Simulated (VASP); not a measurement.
# Ag (Fd-3m) in VASP: single point with LDA

Aim: the single point of Ag with LDA.

Program: VASP 6.6.1. These are calculated values, not measurements. Logs are shortened: lines on timing, memory, paths and dates and some standing lists are left out, and cuts for length are marked.

## Step 1: The cell of the first run

It takes space group Fd-3m (No. 227, cubic). The conventional cell has a = 5.925 Å, b = 5.925 Å, c = 5.925 Å, α = 90.00°, β = 90.00°, γ = 90.00°. Within 3.4 Å of Ag (site symmetry -43m) lie 4 Ag at 2.57 Å.

## Step 2: Single point, LDA

Input file INCAR:

```
SYSTEM = Ag
ALGO     = Normal         ! electronic algorithm
EDIFF    = 1E-7           ! SCF threshold, eV
ENCUT    = 520            ! plane-wave cutoff, eV
ISIF     = 2              ! what is computed and relaxed
ISMEAR   = -1             ! smearing method
LASPH    = .True.         ! aspherical terms in the spheres
LCHARG   = .False.        ! write CHGCAR
LREAL    = .False.        ! projectors in reciprocal space
LWAVE    = .False.        ! write WAVECAR
NBANDS   = 18             ! bands
NELM     = 100            ! most SCF steps
PREC     = Accurate       ! precision mode
SIGMA    = 0.13605693000000002 ! smearing width, eV
```

Input file KPOINTS:

```
k-points
0
Gamma
  8 8 8
  0 0 0
```

Input file POSCAR:

```
Ag
1.0
    0.0000000000      2.9624201050      2.9624201050
    2.9624201050      0.0000000000      2.9624201050
    2.9624201050      2.9624201050      0.0000000000
Ag
2
Direct
    0.0000000000      0.0000000000      0.0000000000
    0.2500000000      0.2500000000      0.2500000000
```

Potentials or basis: VASP PAW LDA potentials, release 64 (Ag).

Run with:

```sh
> cat potpaw_LDA.64/Ag/POTCAR > POTCAR
> mpirun -np 1 vasp_std > vasp.out
```

OUTCAR:

```text
SYSTEM = Ag
   EDIFF = 1E-7
   ENCUT = 520
   ISIF = 2
   ISMEAR = -1
   LASPH = .True.
   LREAL = .False.
   NELM = 100
   PREC = Accurate

 ion  position               nearest neighbor table
   1  0.000  0.000  0.000-   2 2.57   2 2.57   2 2.57   2 2.57
   2  0.250  0.250  0.250-   1 2.57   1 2.57   1 2.57   1 2.57

  LATTYP: Found a face centered cubic cell.
 ALAT       =     5.9248402100

  Lattice vectors:

 A1 = (   0.0000000000,   2.9624201050,   2.9624201050)
 A2 = (   2.9624201050,   0.0000000000,   2.9624201050)
 A3 = (   2.9624201050,   2.9624201050,   0.0000000000)

Analysis of symmetry for initial positions (statically):
=====================================================================
 Subroutine PRICEL returns:
 Original cell was already a primitive cell.

 Routine SETGRP: Setting up the symmetry group for a
 face centered cubic supercell.

 Subroutine GETGRP returns: Found 48 space group operations
 (whereof 24 operations were pure point group operations)
 out of a pool of 48 trial point group operations.

The static configuration has the point symmetry T_d .
 The point group associated with its full space group is O_h .

Analysis of symmetry for dynamics (positions and initial velocities):
=====================================================================
 Subroutine PRICEL returns:
 Original cell was already a primitive cell.

 Routine SETGRP: Setting up the symmetry group for a
 face centered cubic supercell.

 Subroutine GETGRP returns: Found 48 space group operations
 (whereof 24 operations were pure point group operations)
 out of a pool of 48 trial point group operations.

The dynamic configuration has the point symmetry T_d .
 The point group associated with its full space group is O_h .

 Subroutine INISYM returns: Found 48 space group operations
 (whereof 24 operations are pure point group operations),
 and found     1 'primitive' translations

----------------------------------------------------------------------------------------

                                     Primitive cell

  volume of cell :      51.9960

  direct lattice vectors                    reciprocal lattice vectors
     0.000000000  2.962420105  2.962420105    -0.168780923  0.168780923  0.168780923
     2.962420105  0.000000000  2.962420105     0.168780923 -0.168780923  0.168780923
     2.962420105  2.962420105  0.000000000     0.168780923  0.168780923 -0.168780923

  length of vectors
     4.189494690  4.189494690  4.189494690     0.292337134  0.292337134  0.292337134

  position of ions in fractional coordinates (direct lattice)
     0.000000000  0.000000000  0.000000000
[... 72 lines left out ...]
   ISPIN  =      1    spin polarized calculation?
   LNONCOLLINEAR =      F non collinear calculations
   LSORBIT =      F    spin-orbit coupling
   LASPH  =      T    aspherical Exc in radial PAW
   ENCUT  =  520.0 eV  38.22 Ry    6.18 a.u.   7.79  7.79  7.79*2*pi/ulx,y,z
   NELM   =    100;   NELMIN=  2; NELMDL= -5     # of ELM steps
   EDIFF  = 0.1E-06   stopping-criterion for ELM
   LREAL  =      F    real-space projection
   EDIFFG = 0.1E-05   stopping-criterion for IOM
   NSW    =      0    number of steps for IOM
   IBRION =     -1    ionic relax: 0-MD 1-quasi-New 2-CG
   NFREE  =      0    steps in history (QN), initial steepest desc. (CG)
   ISIF   =      2    stress and relaxation
   ISYM   =      2    0-nonsym 1-usesym 2-fastsym
   POTIM  = 0.5000    time-step for ionic-motion
   TEBEG  =    0.0;   TEEND  =   0.0 temperature during run
   PSTRESS=    0.0 pullay stress
   NELECT =      22.0000    total number of electrons
   NUPDOWN=      -1.0000    fix difference up-down
   EMIN   =  10.00;   EMAX   =-10.00  energy-range for DOS
   EFERMI =   0.00;   METHOD = LEGACY
   ISMEAR =    -1;   SIGMA  =   0.14  broadening in eV -4-tet -1-fermi 0-gaus
   EFERMI_NEDOS =   21; number of points for ismear=-14 and -15
   IALGO  =     38    algorithm
   IMIX   =      4    mixing-type and parameters
     AMIX     =   0.40;   BMIX     =  1.00
     AMIX_MAG =   1.60;   BMIX_MAG =  1.00
  volume/ion in A,a.u.               =      26.00       175.44
  Fermi-wavevector in a.u.,A,eV,Ry     =   1.229020  2.322512 20.551479  1.510491
  Thomas-Fermi vector in A             =   2.363924
   LORBIT       =      0    0 simple, 1 ext, 2 COOP (PROOUT), +10 PAW based schemes
   GGA     = CA    functional components
   LHFCALC =     F    Hartree Fock is set to
   AEXX    =    0.0000 exact exchange contribution
   IVDW    =     0    specifies the selected vdW correction
   LEPSILON=     F    determine dielectric tensor
   LRPA    =     F    only Hartree local field effects (RPA)
 non-spin polarized calculation
  energy-cutoff  :      520.00
  volume of cell :       52.00
 maximum number of plane-waves:      1424
   NGX = 15   NGY = 15   NGZ = 15

 number of electron      22.0000007 magnetization

 Free energy of the ion-electron system (eV)
  ---------------------------------------------------
  ext. energy  EPLUGINS =         0.00000000
  ---------------------------------------------------
  free energy    TOTEN  =        -5.46887161 eV

  energy without entropy =       -5.43077604  energy(sigma->0) =       -5.44982383

 E-fermi :   3.4021     XC(G=0):  -9.9661

 val. band max:        3.3964853328   @ k =   0.5000   0.1250   0.0000
 cond. band min:       3.5370095214   @ k =  -0.3750   0.3750   0.0000
 fundamental gap:      0.1405241886
 Fermi energy:         3.4021055488

 k-point     1 :       0.0000    0.0000    0.0000
  band No.  band energies     occupation
      1      -1.8944      2.00000
      2      -1.4508      2.00000
      3      -1.4508      2.00000
      4      -1.4355      2.00000
      5      -1.4355      2.00000
      6      -1.4355      2.00000
[... 481 lines left out ...]
      5      -0.8817      2.00000
      6      -0.8222      2.00000
[... 10 lines left out ...]
     17      17.3301      0.00000
     18      17.3946      0.00000

 [... further k-points ...]
[... 5 lines left out ...]
  --------------------------------------------------------------------------------------
  -------------------------------------------------------------------------------------
  Total        0.0317148      0.0317148      0.0317148      0.0000000      0.0000000     -0.0000000
  in kB        0.9772426      0.9772426      0.9772426      0.0000000      0.0000000     -0.0000000
  external PRESSURE =       0.9772426 kB  Pullay stress =       0.0000000 kB

 VOLUME and BASIS-vectors are now :
 -----------------------------------------------------------------------------
  energy-cutoff  :      520.00
  volume of cell :       52.00
      direct lattice vectors                 reciprocal lattice vectors
     0.000000000  2.962420105  2.962420105    -0.168780923  0.168780923  0.168780923
     2.962420105  0.000000000  2.962420105     0.168780923 -0.168780923  0.168780923
     2.962420105  2.962420105  0.000000000     0.168780923  0.168780923 -0.168780923

 POSITION                                       TOTAL-FORCE (eV/Angst)
 -----------------------------------------------------------------------------------
      0.00000      0.00000      0.00000        -0.000000      0.000000     -0.000000
      1.48121      1.48121      1.48121         0.000000     -0.000000      0.000000
 -----------------------------------------------------------------------------------
    total drift:                               -0.000000      0.000000      0.000000

  FREE ENERGIE OF THE ION-ELECTRON SYSTEM (eV)
  ---------------------------------------------------
  free  energy   TOTEN  =        -5.4688716148 eV

  energy  without entropy=       -5.4307760428  energy(sigma->0) =       -5.44982383
```

OSZICAR:

```text
N       E                     dE             d eps       ncg     rms          rms(c)
DAV:   1     0.123312498159E+03    0.12331E+03   -0.10839E+04  1044   0.112E+03
DAV:   2    -0.377149027333E+01   -0.12708E+03   -0.11994E+03  1068   0.245E+02
DAV:   3    -0.580887102723E+01   -0.20374E+01   -0.20316E+01  1200   0.363E+01
DAV:   4    -0.581955363387E+01   -0.10683E-01   -0.10682E-01  1158   0.252E+00
DAV:   5    -0.581971992620E+01   -0.16629E-03   -0.16629E-03  1202   0.332E-01    0.624E+00
DAV:   6    -0.548693262904E+01    0.33279E+00   -0.11546E+00  1142   0.993E+00    0.441E+00
DAV:   7    -0.547495608047E+01    0.11977E-01   -0.93709E-03  1110   0.842E-01    0.242E+00
DAV:   8    -0.546886755965E+01    0.60885E-02   -0.81698E-04  1136   0.219E-01    0.312E-02
DAV:   9    -0.546886852506E+01   -0.96541E-06   -0.24495E-05  1164   0.337E-02    0.142E-02
DAV:  10    -0.546887160068E+01   -0.30756E-05   -0.24972E-06  1184   0.140E-02    0.216E-03
DAV:  11    -0.546887161483E+01   -0.14148E-07   -0.36909E-08   712   0.161E-03
   1 F= -.54688716E+01 E0= -.54498238E+01  d E =-.380956E-01
```

Run time: 12 s. Hardware: 1 thread of Intel Xeon 6975P-C, shared host; peak memory 0.16 GiB.

What came out:

| Quantity | Value |
| --- | --- |
| Free energy | -5.4689 eV |
| Pressure | 0.1 GPa |
| Band gap on the k mesh | zero (band 11 reaches 4.00 eV, above the bottom of band 12 at 2.67 eV) |
